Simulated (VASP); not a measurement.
# Sb3S2 (R3m) in VASP: further runs

Sb3S2 is run at these levels: PBE; tasks: relaxation of cell and atoms, single point.

Everything below comes from runs of VASP 6.6.1. Logs are shortened: lines on timing, memory, paths and dates and some standing lists are left out, and cuts for length are marked.

## Step 1: The cell of the first run

The structure is trigonal, space group R3m (No. 160). Conventional cell: a = 6.266 Å, b = 6.266 Å, c = 14.719 Å, α = 90.00°, β = 90.00°, γ = 120.00°. Sb (site symmetry m) has 2 S at 2.52 to 2.86 Å and 2 Sb at 2.68 Å within 3.3 Å. S (site symmetry 3m) has 3 Sb at 2.52 Å within 3.3 Å. Within 3.8 Å of S (site symmetry 3m) lie 3 Sb at 2.86 Å and 3 S at 3.62 Å.

## Step 2: Relaxation of cell and atoms, PBE

Input file INCAR:

```
ALGO = Normal
EDIFF = 1E-7
EDIFFG = -0.04
ENCUT = 600
GGA = PE
IBRION = 2
ISIF = 3
ISMEAR = 0
LASPH = T
LCHARG = F
LREAL = F
LWAVE = F
NELM = 60
NSW = 90
PREC = Accurate
SIGMA = 0.1
```

Input file KPOINTS:

```
k-points
0
Gamma
  3 3 3
```

Input file POSCAR:

```
Sb3S2
1.0
    3.1329424100      1.8088051400      4.9063856000
   -3.1329424100      1.8088051400      4.9063856000
    0.0000000000     -3.6176102900      4.9063856000
Sb S
3 2
Direct
    0.2915393900      0.7191566200      0.2915393900
    0.2915393900      0.2915393900      0.7191566200
    0.7191566200      0.2915393900      0.2915393900
    0.2992105700      0.2992105700      0.2992105700
    0.9664030900      0.9664030900      0.9664030900
```

Potentials or basis: VASP PAW PBE potentials, release 64 (Sb, S).

On the command line:

```sh
cat potpaw_PBE.64/Sb/POTCAR potpaw_PBE.64/S/POTCAR > POTCAR
mpirun -np 1 vasp_std > vasp.out
```

OUTCAR:

```text
EDIFF = 1E-7
   EDIFFG = -0.04
   ENCUT = 600
   GGA = PE
   IBRION = 2
   ISIF = 3
   ISMEAR = 0
   LASPH = T
   LREAL = F
   NELM = 60
   NSW = 90
   PREC = Accurate

 ion  position               nearest neighbor table
   1  0.292  0.719  0.292-   4 2.52   2 2.68   3 2.68   5 2.86   2 3.59   3 3.59
   2  0.292  0.292  0.719-   4 2.52   3 2.68   1 2.68   5 2.86   1 3.59   3 3.59
   3  0.719  0.292  0.292-   4 2.52   2 2.68   1 2.68   5 2.86   2 3.59   1 3.59
   4  0.299  0.299  0.299-   1 2.52   3 2.52   2 2.52
   5  0.966  0.966  0.966-   2 2.86   1 2.86   3 2.86

  LATTYP: Found a trigonal (rhomboedric) cell.
 ALAT       =     6.0958776099
 COS(alpha) =     0.4717222233

  Lattice vectors:

 A1 = (   3.1329424100,   1.8088051400,   4.9063856000)
 A2 = (  -3.1329424100,   1.8088051400,   4.9063856000)
 A3 = (   0.0000000000,  -3.6176102900,   4.9063856000)

Analysis of symmetry for initial positions (statically):
=====================================================================
 Subroutine PRICEL returns:
 Original cell was already a primitive cell.

 Routine SETGRP: Setting up the symmetry group for a
 trigonal (rhombohedral) supercell.

 Subroutine GETGRP returns: Found  6 space group operations
 (whereof  6 operations were pure point group operations)
 out of a pool of 12 trial point group operations.

The static configuration has the point symmetry C_3v.

Analysis of symmetry for dynamics (positions and initial velocities):
=====================================================================
 Subroutine PRICEL returns:
 Original cell was already a primitive cell.

 Routine SETGRP: Setting up the symmetry group for a
 trigonal (rhombohedral) supercell.

 Subroutine GETGRP returns: Found  6 space group operations
 (whereof  6 operations were pure point group operations)
 out of a pool of 12 trial point group operations.

The dynamic configuration has the point symmetry C_3v.

 Subroutine INISYM returns: Found  6 space group operations
 (whereof  6 operations are pure point group operations),
 and found     1 'primitive' translations

----------------------------------------------------------------------------------------

                                     Primitive cell

  volume of cell :     166.8235

  direct lattice vectors                    reciprocal lattice vectors
     3.132942410  1.808805140  4.906385600     0.159594380  0.092141858  0.067938674
    -3.132942410  1.808805140  4.906385600    -0.159594380  0.092141858  0.067938674
     0.000000000 -3.617610290  4.906385600     0.000000000 -0.184283716  0.067938674

  length of vectors
     6.095877610  6.095877610  6.095877612     0.196408125  0.196408125  0.196408125

  position of ions in fractional coordinates (direct lattice)
     0.291539390  0.719156620  0.291539390
     0.291539390  0.291539390  0.719156620
     0.719156620  0.291539390  0.291539390
     0.299210570  0.299210570  0.299210570
     0.966403090  0.966403090  0.966403090

  ion indices of the primitive-cell ions
   primitive index   ion index
                 1           1
                 2           2
                 3           3
                 4           4
                 5           5

----------------------------------------------------------------------------------------

 KPOINTS: k-points

Automatic generation of k-mesh.
 Grid dimensions read from file:
 generate k-points for:    3    3    3

 Generating k-lattice:

  Cartesian coordinates                     Fractional coordinates (reciprocal lattice)
     0.053198127  0.030713953  0.022646225     0.333333333  0.000000000 -0.000000000
    -0.053198127  0.030713953  0.022646225     0.000000000  0.333333333 -0.000000000
     0.000000000 -0.061427905  0.022646225    -0.000000000 -0.000000000  0.333333333

  Length of vectors
     0.065469375  0.065469375  0.065469375

  Shift w.r.t. Gamma in fractional coordinates (k-lattice)
     0.000000000  0.000000000  0.000000000

 Subroutine IBZKPT returns following result:
 ===========================================

 Found      6 irreducible k-points:

 Following reciprocal coordinates:
            Coordinates               Weight
  0.000000  0.000000  0.000000      1.000000
  0.333333  0.000000  0.000000      6.000000
  0.333333  0.333333  0.000000      6.000000
 -0.333333  0.333333  0.000000      6.000000
  0.333333  0.333333  0.333333      2.000000
 -0.333333  0.333333  0.333333      6.000000
   k-points           NKPTS =      6   k-points in BZ     NKDIM =      6   number of bands    NBANDS=     17
   number of dos      NEDOS =    301   number of ions     NIONS =      5
   total plane-waves  NPLWV = 125000
   dimension x,y,z NGX =    50 NGY =   50 NGZ =   50
   dimension x,y,z NGXF=   100 NGYF=  100 NGZF=  100
   ions per type =               3   2
   NGX,Y,Z   is equivalent  to a cutoff of  13.64, 13.64, 13.64 a.u.
   NGXF,Y,Z  is equivalent  to a cutoff of  27.27, 27.27, 27.27 a.u.
 SYSTEM =  unknown system
[... 7 lines left out ...]
   ENCUT  =  600.0 eV  44.10 Ry    6.64 a.u.  12.17 12.17 12.17*2*pi/ulx,y,z
   NELM   =     60;   NELMIN=  2; NELMDL= -5     # of ELM steps
   EDIFF  = 0.1E-06   stopping-criterion for ELM
   LREAL  =      F    real-space projection
   EDIFFG = -.4E-01   stopping-criterion for IOM
   NSW    =     90    number of steps for IOM
   IBRION =      2    ionic relax: 0-MD 1-quasi-New 2-CG
   NFREE  =      1    steps in history (QN), initial steepest desc. (CG)
   ISIF   =      3    stress and relaxation
   ISYM   =      2    0-nonsym 1-usesym 2-fastsym
   POTIM  = 0.5000    time-step for ionic-motion
   TEBEG  =    0.0;   TEEND  =   0.0 temperature during run
   PSTRESS=    0.0 pullay stress
   NELECT =      27.0000    total number of electrons
   NUPDOWN=      -1.0000    fix difference up-down
   EMIN   =  10.00;   EMAX   =-10.00  energy-range for DOS
   EFERMI =   0.00;   METHOD = LEGACY
   ISMEAR =     0;   SIGMA  =   0.10  broadening in eV -4-tet -1-fermi 0-gaus
   EFERMI_NEDOS =   21; number of points for ismear=-14 and -15
   IALGO  =     38    algorithm
   IMIX   =      4    mixing-type and parameters
     AMIX     =   0.40;   BMIX     =  1.00
     AMIX_MAG =   1.60;   BMIX_MAG =  1.00
  volume/ion in A,a.u.               =      33.36       225.16
  Fermi-wavevector in a.u.,A,eV,Ry     =   0.892162  1.685942 10.829598  0.795953
  Thomas-Fermi vector in A             =   2.014076
   LORBIT       =      0    0 simple, 1 ext, 2 COOP (PROOUT), +10 PAW based schemes
   GGA     = PE    functional components
   LHFCALC =     F    Hartree Fock is set to
   AEXX    =    0.0000 exact exchange contribution
   IVDW    =     0    specifies the selected vdW correction
   LEPSILON=     F    determine dielectric tensor
   LRPA    =     F    only Hartree local field effects (RPA)
 conjugate gradient relaxation of ions
 non-spin polarized calculation
 Gauss-broadening in eV      SIGMA  =   0.10
  energy-cutoff  :      600.00
  volume of cell :      166.82
 maximum number of plane-waves:      5588
 NGX is ok and might be reduce to    50
   NGX = 25   NGY = 25   NGZ = 25

--------------------------------------- Ionic step        1  -------------------------------------------

 number of electron      27.0000000 magnetization

 Free energy of the ion-electron system (eV)
  ---------------------------------------------------
  ext. energy  EPLUGINS =         0.00000000
  ---------------------------------------------------
  free energy    TOTEN  =       -18.08291783 eV

  energy without entropy =      -18.04887175  energy(sigma->0) =      -18.06589479

------------------------ aborting loop because EDIFF is reached ----------------------------------------

  FORCE on cell =-STRESS in cart. coord.  units (eV):
  Direction    XX          YY          ZZ          XY          YZ          ZX
  --------------------------------------------------------------------------------------
  -------------------------------------------------------------------------------------
  Total        9.7571829      9.7571829      1.2343068      0.0000000     -0.0000000      0.0000000
  in kB       93.7082666     93.7082666     11.8543185      0.0000000     -0.0000000      0.0000000
  external PRESSURE =      66.4236172 kB  Pullay stress =       0.0000000 kB
[... 98 lines left out ...]
  FREE ENERGIE OF THE ION-ELECTRON SYSTEM (eV)
  ---------------------------------------------------
  free  energy   TOTEN  =       -19.0358701000 eV

  energy  without entropy=      -19.0108655074  energy(sigma->0) =      -19.02336780

[... ionic steps 4 to 18 ...]

--------------------------------------- Ionic step       19  -------------------------------------------

 number of electron      26.9999997 magnetization

------------------------ aborting loop because EDIFF is reached ----------------------------------------

  FORCE on cell =-STRESS in cart. coord.  units (eV):
  Direction    XX          YY          ZZ          XY          YZ          ZX
  --------------------------------------------------------------------------------------
  -------------------------------------------------------------------------------------
  Total       -0.0668787     -0.0668787      0.2902826      0.0000000     -0.0000000      0.0000000
  in kB       -0.6495939     -0.6495939      2.8195186      0.0000000     -0.0000000      0.0000000
  external PRESSURE =       0.5067769 kB  Pullay stress =       0.0000000 kB
[... 63 lines left out ...]
  energy  without entropy=      -19.3122177812  energy(sigma->0) =      -19.32014445

--------------------------------------- Ionic step       21  -------------------------------------------

 number of electron      26.9999998 magnetization

 Free energy of the ion-electron system (eV)
  ---------------------------------------------------
  ext. energy  EPLUGINS =         0.00000000
  ---------------------------------------------------
  free energy    TOTEN  =       -19.32846297 eV

  energy without entropy =      -19.31130891  energy(sigma->0) =      -19.31988594

 E-fermi :   4.1779     XC(G=0):  -8.2585

 val. band max:        4.1245688541   @ k =  -0.3333   0.3333   0.0000
 cond. band min:       4.2585163954   @ k =   0.3333   0.0000   0.0000
 fundamental gap:      0.1339475413
 Fermi energy:         4.1779262061

 k-point     1 :       0.0000    0.0000    0.0000
  band No.  band energies     occupation
      1      -9.9974      2.00000
      2      -8.4117      2.00000
      3      -4.9993      2.00000
      4      -4.0706      2.00000
      5      -4.0706      2.00000
      6      -2.0841      2.00000
[... 9 lines left out ...]
     16       7.0657      0.00000
     17       7.0657      0.00000
[... 130 lines left out ...]
  FREE ENERGIE OF THE ION-ELECTRON SYSTEM (eV)
  ---------------------------------------------------
  free  energy   TOTEN  =       -19.3284629738 eV

  energy  without entropy=      -19.3113089111  energy(sigma->0) =      -19.31988594

 reached required accuracy - stopping structural energy minimisation
```

Wall time 5.6 min (1 thread of Intel Xeon 6975P-C (Granite Rapids), shared host); peak memory 0.37 GiB.

Results:

```
Free energy                            : -19.3285 eV
Relaxed volume                         : 32.88 Å³/atom
Relaxed cell                           : a = 5.945 Å, b = 5.945 Å, c = 5.945 Å, α = 64.86°, β = 64.86°, γ = 64.86°
Space group after relaxing (to 0.05 Å) : R3m (No. 160)
Energy gained by relaxing              : 249.1 meV/atom
Ionic steps                            : 21
Pressure after relaxing                : 0.1 GPa
Largest force after relaxing           : 0.024 eV/Å
```

Forces in eV/Å, atoms in the order of the input:
```
Sb  -0.021  0.012  0.005
Sb   0.000 -0.024  0.005
Sb   0.021  0.012  0.005
S    0.000  0.000 -0.015
S    0.000  0.000  0.000
```

The path:
| step | energy change (eV) | largest force (eV/Å) | pressure (GPa) | volume (Å³) |
| --- | --- | --- | --- | --- |
| 1 | 0.0000 | 4.1676 | 6.64 | 166.82 |
| 2 | -0.5066 | 1.3995 | -5.33 | 202.09 |
| 3 | -0.9530 | 0.9371 | -2.03 | 184.11 |
| 4 | -0.9541 | 0.9229 | -1.88 | 183.62 |
| 5 | -0.9543 | 0.9111 | -1.76 | 183.21 |
| 6 | -1.1008 | 0.4310 | -0.13 | 175.65 |
| 7 | -1.1067 | 0.5725 | 0.36 | 173.89 |
| 8 | -1.1432 | 0.3454 | -0.11 | 173.67 |
| 9 | -1.1641 | 0.2335 | -0.46 | 173.40 |
| 10 | -1.1665 | 0.3142 | -0.54 | 173.28 |
| 11 | -1.1944 | 0.4169 | -0.05 | 169.46 |
| 12 | -1.2059 | 0.5438 | 0.66 | 165.26 |
| 13 | -1.2195 | 0.2346 | 0.16 | 165.20 |
| 14 | -1.2199 | 0.2555 | 0.07 | 165.19 |
| 15 | -1.2269 | 0.2236 | -0.04 | 165.44 |
| 16 | -1.2392 | 0.1220 | -0.32 | 166.21 |
| 17 | -1.2406 | 0.0767 | -0.42 | 166.54 |
| 18 | -1.2429 | 0.1497 | 0.30 | 164.16 |
| 19 | -1.2436 | 0.0938 | 0.05 | 164.95 |
| 20 | -1.2452 | 0.0422 | 0.06 | 164.63 |
| 21 | -1.2455 | 0.0242 | 0.07 | 164.38 |

Final structure:
```
CELL_PARAMETERS angstrom
3.18817 1.84069 4.66843
-3.18817 1.84069 4.66843
0.00000 -3.68138 4.66843
ATOMIC_POSITIONS crystal
Sb 0.26484 0.77955 0.26483
Sb 0.26484 0.26484 0.77955
Sb 0.77955 0.26484 0.26483
S 0.29551 0.29551 0.29551
S 0.96311 0.96311 0.96311
```

Levels at points of the mesh, in eV from the Fermi level:
| k point | band 10 | band 11 | band 12 | band 13 | band 14 | band 15 | band 16 | band 17 |
| --- | --- | --- | --- | --- | --- | --- | --- | --- |
| (0.00, 0.00, 0.00) | -3.22 | -3.22 | -1.05 | -1.05 | 0.23 | 2.13 | 2.89 | 2.89 |

Caveat: the k points lie up to 0.41 Å⁻¹ apart in the final cell; spin-orbit coupling is left out, which moves the levels of the heavy elements.

## Step 3: Single point, PBE

This run uses another cell than the first one, of 34.01 Å³/atom, 1.019 times its volume.

Input file INCAR:

```
SYSTEM = Sb3S2
PREC = Accurate
ENCUT = 520
EDIFF = 1E-6
ISMEAR = 0
SIGMA = 0.1
LREAL = .False.
LASPH = .True.
NELM = 100
ALGO = Normal
ISIF = 2
LWAVE = .False.
LCHARG = .False.
GGA = PE
NBANDS = 22
```

Input file KPOINTS:

```
Automatic mesh
0
Gamma
  6 6 6
  0 0 0
```

Input file POSCAR:

```
Sb3S2
1.0
    3.2787948721      1.8930131020      4.5665848572
   -3.2787948721      1.8930131020      4.5665848572
    0.0000000000     -3.7860262041      4.5665848572
Sb S
3 2
Direct
    0.2556442329      0.7998664268      0.2556442329
    0.2556442329      0.2556442329      0.7998664268
    0.7998664268      0.2556442329      0.2556442329
    0.2977856046      0.2977856046      0.2977856046
    0.9589085627      0.9589085627      0.9589085627
```

Potentials or basis: VASP PAW PBE potentials, release 64 (Sb, S).

On the command line:

```sh
cat potpaw_PBE.64/Sb/POTCAR potpaw_PBE.64/S/POTCAR > POTCAR
mpirun -np 1 vasp_std > vasp.out
```

Run time: 70 s. Hardware: 1 thread of Intel Xeon 6975P-C (Granite Rapids), shared host; peak memory 0.36 GiB.

The run converged. Its results:

| Item | Value |
| --- | --- |
| Free energy | -19.3479 eV |
| Pressure | -0.1 GPa |
| Largest force | 0.022 eV/Å |

Forces on the atoms (eV/Å):
```
Sb   0.000  0.000 -0.006
Sb   0.000  0.000 -0.006
Sb   0.000  0.000 -0.006
S    0.000  0.000 -0.003
S    0.000  0.000  0.022
```

Levels at points of the mesh, in eV from the Fermi level:
| k point | band 10 | band 11 | band 12 | band 13 | band 14 | band 15 | band 16 | band 17 | band 18 | band 19 |
| --- | --- | --- | --- | --- | --- | --- | --- | --- | --- | --- |
| (0.00, 0.00, 0.00) | -3.23 | -3.23 | -1.10 | -1.10 | 0.41 | 1.98 | 2.76 | 2.76 | 3.14 | 4.35 |
| (0.50, 0.00, 0.00) | -2.84 | -1.88 | -1.19 | -0.77 | -0.15 | 0.62 | 1.17 | 1.83 | 3.15 | 3.23 |
| (0.50, 0.50, 0.00) | -2.40 | -2.00 | -1.41 | -0.67 | -0.37 | 0.58 | 1.21 | 1.23 | 1.55 | 3.53 |
| (0.50, 0.50, 0.50) | -2.28 | -1.77 | -1.40 | -1.02 | -1.02 | 0.26 | 1.48 | 1.48 | 3.34 | 3.68 |

Caveat: spin-orbit coupling is left out, which moves the levels of the heavy elements.

## Step 4: Relaxation of cell and atoms, PBE

This run uses another cell than the first one, of 32.81 Å³/atom, 0.983 times its volume.

Input file INCAR:

```
SYSTEM = Sb3S2
PREC = Accurate ; ENCUT = 600
EDIFF = 1E-7 ; ISMEAR = 0
SIGMA = 0.1 ; LREAL = .False.
LASPH = .True. ; NELM = 80
ALGO = Normal ; ISIF = 3
LWAVE = .False. ; LCHARG = .False.
GGA = PE ; IBRION = 2
NSW = 100 ; EDIFFG = -0.01
```

Input file KPOINTS:

```
regular mesh
0
Gamma
  6 6 6
  0 0 0
```

Input file POSCAR:

```
Sb3S2
1.0
    3.1896844212      1.8415651592      4.6548466214
   -3.1896844212      1.8415651592      4.6548466214
    0.0000000000     -3.6831303184      4.6548466214
Sb S
3 2
Direct
    0.2650407656      0.7799853326      0.2650407656
    0.2650407656      0.2650407656      0.7799853326
    0.7799853326      0.2650407656      0.2650407656
    0.2949040145      0.2949040145      0.2949040145
    0.9628781817      0.9628781817      0.9628781817
```

On the command line:

```sh
cat potpaw_PBE.64/Sb/POTCAR potpaw_PBE.64/S/POTCAR > POTCAR
mpirun -np 1 vasp_std > vasp.out
```

Wall time 13 min (1 thread of Intel Xeon 6975P-C (Granite Rapids), shared host); peak memory 0.41 GiB.

Results (log left out):

- Free energy: -19.3485 eV
- Relaxed volume: 33.74 Å³/atom
- Relaxed cell: a = 5.925 Å, b = 5.925 Å, c = 5.925 Å, α = 66.84°, β = 66.84°, γ = 66.84°
- Space group after relaxing (to 0.05 Å): R3m (No. 160)
- Energy gained by relaxing: 4.4 meV/atom
- Ionic steps: 18
- Pressure after relaxing: 0.0 GPa
- Largest force after relaxing: 0.006 eV/Å

Forces on the atoms (eV/Å):
```
Sb   0.002 -0.001 -0.001
Sb   0.000  0.002 -0.001
Sb  -0.002 -0.001 -0.001
S    0.000  0.000  0.006
S    0.000  0.000 -0.003
```

The path:
```tsv
step	energy change (eV)	largest force (eV/Å)	pressure (GPa)	volume (Å³)
1	0.0000	0.1706	-0.10	164.06
2	-0.0038	0.1198	0.20	163.56
3	-0.0045	0.1089	0.38	163.28
4	-0.0070	0.1103	0.30	163.80
5	-0.0118	0.1178	0.11	165.34
6	-0.0109	0.1821	-0.12	168.46
7	-0.0129	0.1280	-0.02	166.74
8	-0.0143	0.1063	-0.05	166.91
9	-0.0176	0.0710	-0.11	167.40
10	-0.0205	0.0751	-0.21	168.37
11	-0.0214	0.0307	0.09	167.72
12	-0.0214	0.0245	0.04	167.83
13	-0.0215	0.0209	0.04	167.92
14	-0.0217	0.0104	0.04	168.19
15	-0.0218	0.0274	0.05	168.73
16	-0.0218	0.0195	0.05	168.50
17	-0.0217	0.0309	-0.11	169.08
18	-0.0218	0.0064	0.00	168.69
```

Final structure:
```cif
data_structure
_symmetry_space_group_name_H-M 'P 1'
_symmetry_Int_Tables_number 1
_cell_length_a 5.9250
_cell_length_b 5.9250
_cell_length_c 5.9250
_cell_angle_alpha 66.845
_cell_angle_beta 66.845
_cell_angle_gamma 66.845
_cell_volume 168.69
loop_
_atom_site_label
_atom_site_type_symbol
_atom_site_fract_x
_atom_site_fract_y
_atom_site_fract_z
_atom_site_occupancy
Sb1 Sb 0.25673 0.79801 0.25673 1
Sb2 Sb 0.25673 0.25673 0.79801 1
Sb3 Sb 0.79801 0.25673 0.25673 1
S1 S 0.29697 0.29697 0.29697 1
S2 S 0.95940 0.95940 0.95940 1
```

Levels at points of the mesh, in eV from the Fermi level:
| k point | band 10 | band 11 | band 12 | band 13 | band 14 | band 15 | band 16 | band 17 |
| --- | --- | --- | --- | --- | --- | --- | --- | --- |
| (0.00, 0.00, 0.00) | -3.25 | -3.25 | -1.12 | -1.12 | 0.38 | 2.01 | 2.78 | 2.78 |
| (0.50, 0.00, 0.00) | -2.83 | -1.89 | -1.18 | -0.75 | -0.17 | 0.59 | 1.15 | 1.84 |
| (0.50, 0.50, 0.00) | -2.42 | -2.01 | -1.44 | -0.66 | -0.37 | 0.53 | 1.19 | 1.22 |
| (0.50, 0.50, 0.50) | -2.29 | -1.77 | -1.45 | -1.05 | -1.05 | 0.25 | 1.49 | 1.49 |

Caveat: spin-orbit coupling is left out, which moves the levels of the heavy elements.

## Step 5: Overview

| task | cell | k mesh | cutoff (eV) | gap on the mesh (eV) | pressure (GPa) | relaxed volume (Å³/atom) | largest force (eV/Å) |
| --- | --- | --- | --- | --- | --- | --- | --- |
| relaxation of cell and atoms | relaxed from a = 6.096 Å, angles 61.9°, 5 atoms | 3 × 3 × 3 | 600 | none | 0.1 | 32.88 | 0.02 |
| single point | a = 5.932 Å, angles 67.1°, 5 atoms | 6 × 6 × 6 | 520 | none | -0.1 | - | 0.02 |
| relaxation of cell and atoms | relaxed from a = 5.936 Å, angles 65.0°, 5 atoms | 6 × 6 × 6 | 600 | none | 0.0 | 33.74 | 0.01 |

Alike in all rows: level PBE; potentials or basis VASP PAW PBE potentials, release 64 (Sb, S); no spin polarisation; smearing gaussian 0.1 eV.

Caveats: some runs use coarse meshes; spin-orbit coupling is left out, which moves the levels of the heavy elements.

Absolute energies hang on the potentials; compare differences alone.
